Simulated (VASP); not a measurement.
Al, 2 atoms in the cell. The structure is hexagonal, space group P6_3/mmc (No. 194). Conventional cell: a = 2.650 Å, b = 2.650 Å, c = 4.713 Å, α = 90.00°, β = 90.00°, γ = 120.00°. Within 3.5 Å of Al (site symmetry -6m2) lie 12 Al at 2.65 to 2.81 Å. 

| Item | Value |
| --- | --- |
| Program | VASP 6.6.1 |
| Task | single point |
| Functional | PBEsol |
| Potentials or basis | VASP PAW PBE potentials, release 64 (Al) |
| Cutoff | 520 eV |
| k mesh | 18 × 18 × 10 |
| Occupations | gaussian, width 0.15 eV |
| Spin | no spin polarisation |
| Dipole correction | no |
| Further INCAR settings | ALGO = Fast; EDIFF = 1e-06; NBANDS = 10 |

Potentials or basis: VASP PAW PBE potentials, release 64 (Al).

Command:

```bash
$ cat potpaw_PBE.64/Al/POTCAR > POTCAR
$ mpirun -np 1 vasp_std > vasp.out
```

Hardware: 1 thread of Intel(R) Xeon(R) 6975P-C (Granite Rapids), on a shared host.

Task: Estimate the wall time of this run.

Result: It took 18 s on 1 thread of Intel(R) Xeon(R) 6975P-C (Granite Rapids), with other jobs on the host, peak memory 0.17 GiB. Counts: scf iterations 12, k points 222.
